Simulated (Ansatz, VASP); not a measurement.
# One calculation of H, two programs

```
CELL_PARAMETERS angstrom
11.00000 0.00000 0.00000
0.00000 11.50000 0.00000
0.00000 0.00000 12.00000
ATOMIC_POSITIONS crystal
H 0.45455 0.47826 0.50000
```

Alike in both runs: task single point; functional PBE; dispersion D3(BJ); k mesh 1 × 1 × 1; occupations gaussian, width 0.01 eV; collinear spin.

```csv
,VASP,Ansatz
version,VASP 6.6.1,Ansatz 0.2.0
potentials or method,"VASP PAW PBE potentials, release 64 (H)","scalar-relativistic, plane waves, PAW"
plane-wave cutoff (eV),400,420
valence electrons in the cell,1,1
```

Ansatz gave:

- gap on the k mesh at the Fermi level (eV): 7.38
- net moment per atom (μB): 1.00
- size of the moment on the site where the two differ most (μB): 1.00

Estimate VASP's values.

gap on the k mesh at the Fermi level (eV): 7.38; net moment per atom (μB): 1.00; size of the moment on the site where the two differ most (μB): 0.38.

Site moments also hang on the region over which each program counts them. Ansatz's warnings: nearly empty spin channel levels not settled, published levels not confirmed, stability check not made.
